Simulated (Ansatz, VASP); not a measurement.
# Br in VASP and in Ansatz

```
Br
1.0
     3.36325   -2.32255    0.00000
     3.36325    2.32255    0.00000
     0.00000    0.00000    8.70230
Br
4
Cartesian
  3.3632 0.6266 3.3948
  3.3632 1.6959 7.7459
  3.3632 -0.6266 5.3075
  3.3632 -1.6959 0.9564
```

Alike in both runs: task relaxation of cell and atoms; functional PBEsol; dispersion D3(BJ); k mesh 7 × 7 × 3; occupations fermi-dirac, width 0.05 eV; no spin polarisation.

```csv
,VASP,Ansatz
version,VASP 6.6.1,Ansatz 0.2.0
potentials or method,"VASP PAW PBE potentials, release 64 (Br)",Ansatz PAW
plane-wave cutoff (eV),600,420
valence electrons in the cell,28,28
```

|  | VASP | Ansatz | Ansatz less VASP |
| --- | --- | --- | --- |
| relaxed volume (Å³/atom) | 27.74 | 27.75 | +0.003 |
| relaxed cell length with the largest relative difference (Å) | 8.439 | 8.438 | -0.0005 |

VASP's potentials were made for PBE, not for PBEsol.

Noted on VASP's run: the volume moved by over 15 % at a fixed basis, so the end points are rough. Noted on Ansatz's run: the volume moved by over 15 % at a fixed basis, so the end points are rough; odd divisions of the mesh miss points on the zone boundary, where band edges often lie, so the gap on the mesh can be too wide; the plane-wave basis is chosen anew once the cell has moved, so the energies of steps on either side of that aren't comparable.
